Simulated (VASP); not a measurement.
TiTe2: single point with r2SCAN

Crystal: TiTe2.

```
Ti Te
1.0
     3.81829    0.00239    0.02511
    -1.90707    3.23571   -0.02334
     0.04455   -0.02210    6.82540
Ti Te
1 2
Cartesian
  0.0192 0.0083 -0.0121
  -0.0299 2.2009 1.7258
  1.9665 1.0068 5.1134
```

This cell differs from its parent crystal: atoms moved at random and the cell strained at random.

| Property | Result |
| --- | --- |
| Program | VASP 6.6.1 |
| Task | single point |
| Functional | r2SCAN |
| Potentials or basis | VASP PAW PBE potentials, release 64 (Ti_sv, Te) |
| Cutoff | 520 eV |
| k mesh | 10 × 10 × 6 |
| Occupations | gaussian, width 0.05 eV |
| Spin | no spin polarisation |
| Dipole correction | no |
| Further INCAR settings | ALGO = Normal; EDIFF = 1e-06; NBANDS = 19 |

The pressure is 0.0 GPa. The largest force is 0.330 eV/Å. The band gap on the k mesh is zero (bands 12 and 13 overlap by 0.66 eV).

Forces on the atoms (eV/Å):
```
Ti  -0.126 -0.046  0.181
Te   0.117 -0.131 -0.279
Te   0.009  0.177  0.098
```

Stress tensor (GPa, compression positive):
```
-0.03 -0.05  0.20
-0.05  0.63 -0.73
 0.20 -0.73 -0.68
```

Levels at points of the mesh, in eV from the Fermi level:
```tsv
k point	band 9	band 10	band 11	band 12	band 13	band 14	band 15	band 16
(0.00, 0.00, 0.00)	-1.76	-0.06	0.34	0.41	0.44	0.86	1.11	3.12
(0.50, 0.00, 0.00)	-2.75	-2.56	-1.95	-1.04	0.03	1.18	1.58	2.46
(0.00, 0.50, 0.00)	-2.68	-2.51	-2.17	-1.31	0.05	1.21	1.62	2.48
(0.50, 0.50, 0.00)	-2.84	-2.42	-1.94	-1.07	0.03	1.17	1.58	2.50
(0.00, 0.00, 0.50)	-1.89	-1.71	0.33	0.42	0.71	0.89	1.02	3.39
(0.50, 0.00, 0.50)	-2.63	-2.10	-1.45	-0.73	-0.22	1.17	1.56	2.73
(0.00, 0.50, 0.50)	-2.58	-2.33	-1.35	-1.00	-0.15	1.21	1.59	2.66
(0.50, 0.50, 0.50)	-2.73	-2.09	-1.41	-0.75	-0.21	1.17	1.56	2.70
```

It took 48 min on 1 thread of Intel Xeon 8259CL, with other jobs on the host, peak memory 0.58 GiB.

Caveat: the cell differs from its parent crystal (atoms moved at random and the cell strained at random); the PAW data sets were made with another functional, which shifts forces and pressure a little; spin-orbit coupling is left out, which moves the levels of the heavy elements.
